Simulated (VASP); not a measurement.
# Mg9O8 (a cell with a defect) in VASP: a series of runs, part 2 of 2

VASP 6.6.1.

### 3 Single point, PBE

Input file INCAR:

```
PREC = Accurate
ENCUT = 520
EDIFF = 1E-7
ISMEAR = 0
SIGMA = 0.02
LREAL = Auto
LASPH = True
NELM = 80
ALGO = Normal
ISIF = 2
LWAVE = False
LCHARG = False
GGA = PE
NBANDS = 47
```

Input file KPOINTS:

```
regular mesh
0
Gamma
  3 3 3
```

Input file POSCAR:

```
Mg9O8
1.0
    0.0000000000      4.0150000000      4.0150000000
    4.0150000000      0.0000000000      4.0150000000
    4.0150000000      4.0150000000      0.0000000000
Mg O
9 8
Direct
   -0.0216249751      0.0647680427     -0.0204097104
   -0.0013543934      0.0009210958      0.5012364723
   -0.0217655338      0.4789137244     -0.0206539160
   -0.0216782898      0.4790569841      0.5653858973
    0.5003885936      0.0009771865     -0.0007078403
    0.5003372389      0.0009424200      0.5012296586
    0.5643357442      0.4790012392     -0.0205242587
    0.5003348766      0.4991665935      0.5012766752
    1.1248412577      0.6251550625      1.1258587281
    0.2542010273      0.2381312794      0.2546044001
    0.2786336722      0.2408947613      0.7412504809
    0.2539790229      0.7543777075      0.2546348387
    0.2540357235      0.7544706020      0.7387346222
    0.7402157308      0.2408613901      0.2799313051
    0.7403042674      0.2408839666      0.7413505786
    0.7377891074      0.7545413345      0.2546415023
    0.7402566894      0.7794170100      0.7412110861
```

Potentials or basis: VASP PAW PBE potentials, release 64 (Mg, O).

Launch:

```
> cat potpaw_PBE.64/Mg/POTCAR potpaw_PBE.64/O/POTCAR > POTCAR
> mpirun -np 1 vasp_std > vasp.out
```

OUTCAR:

```text
PREC = Accurate
   ENCUT = 520
   EDIFF = 1E-7
   ISMEAR = 0
   LREAL = Auto
   LASPH = True
   NELM = 80
   ISIF = 2
   GGA = PE

 ion  position               nearest neighbor table
   1  0.978  0.065  0.980-  15 1.94  11 1.94  14 1.95   9 2.04  12 2.22  16 2.22  13 2.22   3 2.35
                             7 2.35   4 2.35   6 2.85   2 2.85   5 2.85   5 2.85   2 2.86   6 2.86
   2  0.999  0.001  0.501-  14 1.93  17 1.93  15 1.93  10 1.98  13 1.98  12 1.98   5 2.83   8 2.83
                             6 2.83   6 2.85   8 2.85   5 2.85   1 2.85   4 2.85   3 2.85   4 2.85
   3  0.978  0.479  0.979-  11 1.94  14 1.94  17 1.94   9 2.04  16 2.22  10 2.22  13 2.22   7 2.35
                             4 2.35   1 2.35   8 2.85   2 2.85   5 2.85   5 2.85   2 2.85   8 2.86
   4  0.978  0.479  0.565-  15 1.94  11 1.94  17 1.94   9 2.04  12 2.22  16 2.22  10 2.22   3 2.35
                             7 2.35   1 2.35   6 2.85   2 2.85   8 2.85   8 2.85   2 2.85   6 2.85
   5  0.500  0.001  0.999-  17 1.93  11 1.93  15 1.93  10 1.98  16 1.98  12 1.98   8 2.83   6 2.83
                             2 2.83   2 2.85   6 2.85   8 2.85   7 2.85   1 2.85   3 2.85   1 2.85
   6  0.500  0.001  0.501-  14 1.93  17 1.93  11 1.93  10 1.98  13 1.98  16 1.98   5 2.83   8 2.83
                             2 2.83   2 2.85   8 2.85   5 2.85   1 2.85   7 2.85   4 2.85   4 2.85
   7  0.564  0.479  0.979-  15 1.94  17 1.94  14 1.94   9 2.04  12 2.22  10 2.22  13 2.22   3 2.35
[... 894 lines left out ...]
     45      17.1353      0.00000
 [bands above 45 left out]

------------------------ aborting loop because EDIFF is reached ----------------------------------------

  FORCE on cell =-STRESS in cart. coord.  units (eV):
  Direction    XX          YY          ZZ          XY          YZ          ZX
  --------------------------------------------------------------------------------------
  -------------------------------------------------------------------------------------
  Total       73.5611105     73.5512857     73.5523026      0.0144461      0.0246359      0.0040583
  in kB      910.4837823    910.3621790    910.3747648      0.1788033      0.3049251      0.0502308
  external PRESSURE =     910.4069087 kB  Pullay stress =       0.0000000 kB

 VOLUME and BASIS-vectors are now :
 -----------------------------------------------------------------------------
  energy-cutoff  :      520.00
  volume of cell :      129.45
      direct lattice vectors                 reciprocal lattice vectors
     0.000000000  4.015000000  4.015000000    -0.124533001  0.124533001  0.124533001
     4.015000000  0.000000000  4.015000000     0.124533001 -0.124533001  0.124533001
     4.015000000  4.015000000  0.000000000     0.124533001  0.124533001 -0.124533001

 POSITION                                       TOTAL-FORCE (eV/Angst)
 -----------------------------------------------------------------------------------
      4.19310      7.86123      4.18822        -0.019614      0.013414     -0.015050
      2.01616      6.02203      4.01326         0.010612     -0.004335     -0.009455
      5.85491      7.85969      5.85045         0.021390      0.023194      0.024717
      4.19344      6.19799      5.85138        -0.018345     -0.014621      0.011806
      4.01608      6.02122      2.01298        -0.007340     -0.005780      0.006264
      2.01622      4.02129      2.01264         0.009215      0.009820      0.007463
[... 9 lines left out ...]
      4.05187      3.98461      5.99171         0.054351     -0.043936     -0.043913
      6.10532      5.94809      6.10149        -0.029280      0.017735     -0.021998
 -----------------------------------------------------------------------------------
    total drift:                                0.003498      0.002648     -0.005445

  FREE ENERGIE OF THE ION-ELECTRON SYSTEM (eV)
  ---------------------------------------------------
  free  energy   TOTEN  =       -73.7129212275 eV

  energy  without entropy=      -73.7089287704  energy(sigma->0) =      -73.71092500
```

OSZICAR:

```text
N       E                     dE             d eps       ncg     rms          rms(c)
DAV:   1     0.372899905552E+03    0.37290E+03   -0.33962E+04  1332   0.131E+03
DAV:   2    -0.660904449557E+02   -0.43899E+03   -0.42770E+03  1651   0.294E+02
DAV:   3    -0.888125680910E+02   -0.22722E+02   -0.22536E+02  1601   0.669E+01
DAV:   4    -0.889891511611E+02   -0.17658E+00   -0.17635E+00  1600   0.620E+00
DAV:   5    -0.889901132005E+02   -0.96204E-03   -0.96193E-03  1561   0.460E-01    0.223E+01
DAV:   6    -0.740492942598E+02    0.14941E+02   -0.50793E+01  1568   0.341E+01    0.560E+00
DAV:   7    -0.738668061552E+02    0.18249E+00   -0.14709E+00  1469   0.559E+00    0.379E+00
DAV:   8    -0.737322480964E+02    0.13456E+00   -0.36220E-01  1584   0.383E+00    0.992E-01
DAV:   9    -0.737148494996E+02    0.17399E-01   -0.37199E-02  1665   0.129E+00    0.468E-01
DAV:  10    -0.737128192177E+02    0.20303E-02   -0.28828E-02  1512   0.907E-01    0.116E-01
DAV:  11    -0.737128850370E+02   -0.65819E-04   -0.18403E-03  1708   0.308E-01    0.583E-02
DAV:  12    -0.737129098601E+02   -0.24823E-04   -0.21713E-04  1546   0.844E-02    0.289E-02
DAV:  13    -0.737129237981E+02   -0.13938E-04   -0.11987E-04  1624   0.675E-02    0.152E-02
DAV:  14    -0.737129213241E+02    0.24740E-05   -0.13964E-05  1592   0.252E-02    0.519E-03
DAV:  15    -0.737129211936E+02    0.13053E-06   -0.39728E-06  1505   0.105E-02    0.136E-03
DAV:  16    -0.737129212275E+02   -0.33981E-07   -0.22516E-07  1384   0.282E-03
   1 F= -.73712921E+02 E0= -.73710925E+02  d E =-.399246E-02
```

stdout:

```text
POSCAR found type information on POSCAR MgO
 POSCAR found :  2 types and      17 ions
 scaLAPACK will be used
 LDA part: xc-table for (Slater+PW92), standard interpolation
 POSCAR, INCAR and KPOINTS ok, starting setup
 FFT: planning ... GRIDC
 FFT: planning ... GRID_SOFT
 FFT: planning ... GRID
 WAVECAR not read
 entering main loop
```

It took 2.6 min on 1 thread of AMD EPYC 9R14 (Zen 4), shared host; peak memory 0.24 GiB.

What came out:

```yaml
Free_energy: -73.7129 eV
Pressure: 91.0 GPa
Largest_force: 0.085 eV/Å
Band_gap_on_the_k_mesh: zero (band 33 reaches 12.90 eV, above the bottom of band 34 at 12.34 eV)
```

Forces on the atoms (eV/Å):
```
Mg  -0.020  0.013 -0.015
Mg   0.011 -0.004 -0.009
Mg   0.021  0.023  0.025
Mg  -0.018 -0.015  0.012
Mg  -0.007 -0.006  0.006
Mg   0.009  0.010  0.007
Mg   0.018 -0.022 -0.021
Mg  -0.005  0.013 -0.012
Mg   0.000 -0.001  0.000
O   -0.037  0.049 -0.046
O    0.014 -0.023 -0.019
O    0.052  0.045  0.050
O   -0.040 -0.044  0.045
O   -0.032 -0.026  0.020
O    0.010  0.013  0.023
O    0.054 -0.044 -0.044
O   -0.029  0.018 -0.022
```

Levels at points of the mesh, in eV from the Fermi level:
```tsv
k point	band 29	band 30	band 31	band 32	band 33	band 34	band 35	band 36	band 37	band 38
(0.00, 0.00, 0.00)	-8.68	-8.06	-8.06	-8.06	-2.32	-0.55	0.29	0.30	0.30	0.93
```

Caveat: the k points lie up to 0.45 Å⁻¹ apart.
